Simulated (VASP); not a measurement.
The system is RbBr.

```
Rb Br
1.0
     0.00000    3.46083    3.46083
     3.46083    0.00000    3.46083
     3.46083    3.46083    0.00000
Rb Br
1 1
Cartesian
  0.0000 0.0000 0.0000
  3.4608 3.4608 3.4608
```

Base run:

| Item | Value |
| --- | --- |
| Program | VASP 6.6.1 |
| Functional | PBE |
| Potentials or basis | VASP PAW PBE potentials, release 64 (Rb_sv, Br) |
| Cutoff | 520 eV |
| k mesh | 4 × 4 × 4 |
| Occupations | gaussian, width 0.01 eV |
| Spin | no spin polarisation |

Its results: band gap on the k mesh 4.29 eV, direct; pressure 0.6 GPa.

Q: The run is repeated on the same cell with these changes: functional from PBE to HSE06. What comes out?

A: Band gap on the k mesh 5.44 eV, direct; pressure 0.3 GPa.

HSE06 gives the wider gap, since exact exchange removes part of the self-interaction.

Caveats: the PAW data sets were made with another functional, which shifts forces and pressure a little (some runs).

